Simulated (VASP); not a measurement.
# SrCl2 (R-3m) in VASP: single point with HSE06

Aim: the single point of SrCl2 with HSE06.

Everything below comes from runs of VASP 6.6.1. Logs are shortened: lines on timing, memory, paths and dates and some standing lists are left out, and cuts for length are marked.

**1. The cell of the first run**

The typed cell holds 3 atoms: a = 4.916 Å, b = 4.916 Å, c = 4.916 Å, α = 59.96°, β = 59.96°, γ = 59.96°.

**2. Single point, HSE06**

Input file POSCAR:

```
SrCl2
1.0
    2.4567214715      1.4183888029      4.0153159770
   -2.4567214715      1.4183888029      4.0153159770
    0.0000000000     -2.8367776058      4.0153159770
Sr Cl
1 2
Direct
    0.0000000000      0.0000000000      0.0000000000
    0.2499511369      0.2499511369      0.2499511369
    0.7500488631      0.7500488631      0.7500488631
```

Input file INCAR.step1:

```
PREC = Accurate
ENCUT = 520
EDIFF = 1E-5
ISMEAR = 0
SIGMA = 0.01
LREAL = False
LASPH = True
NELM = 100
ALGO = Normal
ISIF = 2
LWAVE = True
GGA = PE
NBANDS = 19
```

Input file INCAR.step2:

```
PREC = Accurate
ENCUT = 520
EDIFF = 1E-7
ISMEAR = 0
SIGMA = 0.01
LREAL = False
LASPH = True
NELM = 100
ALGO = Normal
ISIF = 2
LWAVE = False
LCHARG = True
GGA = PE
LHFCALC = True
HFSCREEN = 0.2079
PRECFOCK = Normal
LELF = True
LVHAR = True
ISTART = 1
NBANDS = 19
```

Input file KPOINTS:

```
regular mesh
0
Gamma
  4 4 4
```

Potentials or basis: VASP PAW PBE potentials, release 64 (Sr_sv, Cl).

Run with:

```
cat potpaw_PBE.64/Sr_sv/POTCAR potpaw_PBE.64/Cl/POTCAR > POTCAR
cp INCAR.step1 INCAR
mpirun -np 1 vasp_std > vasp.out
cp INCAR.step2 INCAR
mpirun -np 1 vasp_std > vasp.out
```

OUTCAR:

```text
PREC = Accurate
   ENCUT = 520
   EDIFF = 1E-7
   ISMEAR = 0
   LREAL = False
   LASPH = True
   NELM = 100
   ISIF = 2
   GGA = PE
   LHFCALC = True
   HFSCREEN = 0.2079
   PRECFOCK = Normal
   ISTART = 1

 ion  position               nearest neighbor table
   1  0.000  0.000  0.000-   3 3.01   3 3.01   2 3.01   2 3.01   3 3.01   2 3.01   3 3.01   2 3.01

   2  0.250  0.250  0.250-   1 3.01   1 3.01   1 3.01   1 3.01
   3  0.750  0.750  0.750-   1 3.01   1 3.01   1 3.01   1 3.01

  LATTYP: Found a trigonal (rhomboedric) cell.
 ALAT       =     4.9163064978
 COS(alpha) =     0.5005822910

  Lattice vectors:

 A1 = (   2.4567214715,   1.4183888029,   4.0153159770)
 A2 = (  -2.4567214715,   1.4183888029,   4.0153159770)
 A3 = (   0.0000000000,  -2.8367776058,   4.0153159770)

Analysis of symmetry for initial positions (statically):
=====================================================================
 Subroutine PRICEL returns:
 Original cell was already a primitive cell.

 Routine SETGRP: Setting up the symmetry group for a
 trigonal (rhombohedral) supercell.

 Subroutine GETGRP returns: Found 12 space group operations
 (whereof 12 operations were pure point group operations)
 out of a pool of 12 trial point group operations.

The static configuration has the point symmetry D_3d.

Analysis of symmetry for dynamics (positions and initial velocities):
=====================================================================
 Subroutine PRICEL returns:
 Original cell was already a primitive cell.

 Routine SETGRP: Setting up the symmetry group for a
 trigonal (rhombohedral) supercell.

 Subroutine GETGRP returns: Found 12 space group operations
 (whereof 12 operations were pure point group operations)
 out of a pool of 12 trial point group operations.

The dynamic configuration has the point symmetry D_3d.

 Subroutine INISYM returns: Found 12 space group operations
 (whereof 12 operations are pure point group operations),
 and found     1 'primitive' translations

----------------------------------------------------------------------------------------

                                     Primitive cell

  volume of cell :      83.9503

  direct lattice vectors                    reciprocal lattice vectors
[... 82 lines left out ...]
   NFREE  =      0    steps in history (QN), initial steepest desc. (CG)
   ISIF   =      2    stress and relaxation
   ISYM   =      3    0-nonsym 1-usesym 2-fastsym
   POTIM  = 0.5000    time-step for ionic-motion
   TEBEG  =    0.0;   TEEND  =   0.0 temperature during run
   PSTRESS=    0.0 pullay stress
   NELECT =      24.0000    total number of electrons
   NUPDOWN=      -1.0000    fix difference up-down
   EMIN   =  10.00;   EMAX   =-10.00  energy-range for DOS
   EFERMI =   0.00;   METHOD = LEGACY
   ISMEAR =     0;   SIGMA  =   0.01  broadening in eV -4-tet -1-fermi 0-gaus
   EFERMI_NEDOS =   21; number of points for ismear=-14 and -15
   IALGO  =     38    algorithm
   IMIX   =      1    mixing-type and parameters
     AMIX     =   0.40;   BMIX     =  1.00
     AMIX_MAG =   1.60;   BMIX_MAG =  1.00
  volume/ion in A,a.u.               =      27.98       188.84
  Fermi-wavevector in a.u.,A,eV,Ry     =   1.078461  2.037996 15.824644  1.163079
  Thomas-Fermi vector in A             =   2.214400
   LORBIT       =      0    0 simple, 1 ext, 2 COOP (PROOUT), +10 PAW based schemes
   GGA     = PE    functional components
   LHFCALC =     T    Hartree Fock is set to
   PRECFOCK=normal    Normal, Fast or Accurate (Low or Medium for compatibility)
   ENCUT4O =  -1.0   cutoff for four orbital integrals eV
   NKREDX  =     1    reduce k-point grid by
   NKREDY  =     1    reduce k-point grid by
   NKREDZ  =     1    reduce k-point grid by
   AEXX    =    0.2500 exact exchange contribution
   HFSCREEN=    0.2079 screening length (either q_TF or 0.3 A-1)
   HFSCREENC=   0.2079 screening length for correlation (either q_TF or 0.3 A-1)
   ENCUTFOCK=  -1.0 apply spherical cutoff to Coloumb kernel
   IVDW    =     0    specifies the selected vdW correction
   LEPSILON=     F    determine dielectric tensor
   LRPA    =     F    only Hartree local field effects (RPA)
 non-spin polarized calculation
 Gauss-broadening in eV      SIGMA  =   0.01
  energy-cutoff  :      520.00
  volume of cell :       83.95
 maximum number of plane-waves:      2276
 NGX is ok and might be reduce to    40
  NGX = 28; NGY = 28; NGZ = 28

 number of electron      24.0000003 magnetization

 Free energy of the ion-electron system (eV)
  ---------------------------------------------------
  ext. energy  EPLUGINS =         0.00000000
  ---------------------------------------------------
  free energy    TOTEN  =       -14.80628900 eV

  energy without entropy =      -14.80628900  energy(sigma->0) =      -14.80628900

 E-fermi :  -0.6274     XC(G=0):  -6.9436

 val. band max:       -0.6965958416   @ k =   0.5000   0.5000   0.0000
 cond. band min:       5.9641637268   @ k =   0.0000   0.0000   0.0000
 fundamental gap:      6.6607595684
 Fermi energy:        -0.6274029064

 k-point     1 :       0.0000    0.0000    0.0000
  band No.  band energies     occupation
      1     -35.6158      2.00000
      2     -16.3397      2.00000
      3     -16.3397      2.00000
      4     -16.3397      2.00000
      5     -15.2882      2.00000
      6     -14.3391      2.00000
[... 263 lines left out ...]
      6     -14.3161      2.00000
[... 11 lines left out ...]
     18       9.6081      0.00000
     19       9.6575      0.00000

------------------------ aborting loop because EDIFF is reached ----------------------------------------

  FORCE on cell =-STRESS in cart. coord.  units (eV):
  Direction    XX          YY          ZZ          XY          YZ          ZX
  --------------------------------------------------------------------------------------
  -------------------------------------------------------------------------------------
  Total        0.5250441      0.5250441      0.5156048      0.0000000      0.0000000      0.0000000
  in kB       10.0203791     10.0203791      9.8402328      0.0000000      0.0000000      0.0000000
  external PRESSURE =       9.9603303 kB  Pullay stress =       0.0000000 kB

 VOLUME and BASIS-vectors are now :
 -----------------------------------------------------------------------------
  energy-cutoff  :      520.00
  volume of cell :       83.95
      direct lattice vectors                 reciprocal lattice vectors
     2.456721471  1.418388803  4.015315977     0.203523275  0.117504218  0.083015468
    -2.456721471  1.418388803  4.015315977    -0.203523275  0.117504218  0.083015468
     0.000000000 -2.836777606  4.015315977     0.000000000 -0.235008435  0.083015468

 POSITION                                       TOTAL-FORCE (eV/Angst)
 -----------------------------------------------------------------------------------
      0.00000      0.00000      0.00000         0.000000      0.000000      0.000000
      0.00000      0.00000      3.01090        -0.000000      0.000000     -0.000026
      0.00000      0.00000      9.03505        -0.000000     -0.000000      0.000026
 -----------------------------------------------------------------------------------
    total drift:                               -0.000000     -0.000000      0.000000

  FREE ENERGIE OF THE ION-ELECTRON SYSTEM (eV)
  ---------------------------------------------------
  free  energy   TOTEN  =       -14.8062889955 eV

  energy  without entropy=      -14.8062889955  energy(sigma->0) =      -14.80628900
```

OUTCAR.step1:

```text
PREC = Accurate
   ENCUT = 520
   EDIFF = 1E-5
   ISMEAR = 0
   LREAL = False
[... 500 lines left out ...]
      0.00000      0.00000      0.00000         0.000000      0.000000      0.000000
      0.00000      0.00000      3.01090         0.000000     -0.000000     -0.000154
      0.00000      0.00000      9.03505         0.000000     -0.000000      0.000154
 -----------------------------------------------------------------------------------
    total drift:                               -0.000000     -0.000000      0.000000

  FREE ENERGIE OF THE ION-ELECTRON SYSTEM (eV)
  ---------------------------------------------------
  free  energy   TOTEN  =       -12.7743619309 eV

  energy  without entropy=      -12.7743619309  energy(sigma->0) =      -12.77436193
```

OSZICAR.step1:

```text
N       E                     dE             d eps       ncg     rms          rms(c)
DAV:   1     0.140798637446E+03    0.14080E+03   -0.11466E+04   494   0.113E+03
DAV:   2    -0.420381316838E+01   -0.14500E+03   -0.14242E+03   662   0.221E+02
DAV:   3    -0.127936624699E+02   -0.85898E+01   -0.85679E+01   633   0.543E+01
DAV:   4    -0.130443857748E+02   -0.25072E+00   -0.25033E+00   806   0.790E+00
DAV:   5    -0.130470837172E+02   -0.26979E-02   -0.26975E-02   658   0.840E-01    0.133E+01
DAV:   6    -0.127564275592E+02    0.29066E+00   -0.57793E-01   556   0.427E+00    0.850E+00
DAV:   7    -0.127668679904E+02   -0.10440E-01   -0.37251E-01   663   0.364E+00    0.212E+00
DAV:   8    -0.127719630326E+02   -0.50950E-02   -0.55812E-02   561   0.130E+00    0.432E-01
DAV:   9    -0.127728388919E+02   -0.87586E-03   -0.20242E-03   611   0.269E-01    0.156E-01
DAV:  10    -0.127742400962E+02   -0.14012E-02   -0.10050E-03   533   0.185E-01    0.380E-02
DAV:  11    -0.127743378370E+02   -0.97741E-04   -0.65938E-05   624   0.455E-02    0.434E-02
DAV:  12    -0.127743601598E+02   -0.22323E-04   -0.21367E-05   485   0.234E-02    0.265E-03
DAV:  13    -0.127743619309E+02   -0.17711E-05   -0.21440E-06   513   0.800E-03
   1 F= -.12774362E+02 E0= -.12774362E+02  d E =-.631106E-78
```

Run time: 25 min. Hardware: 1 thread of Intel Xeon Platinum 8488C (Sapphire Rapids), shared host; peak memory 0.35 GiB.

What came out:

| Item | Value |
| --- | --- |
| Free energy | -14.8063 eV |
| Pressure | 1.0 GPa |
| Band gap on the k mesh | 6.66 eV, indirect (least direct gap 6.81 eV) |

Caveat: the PAW data sets were made with another functional, which shifts forces and pressure a little.
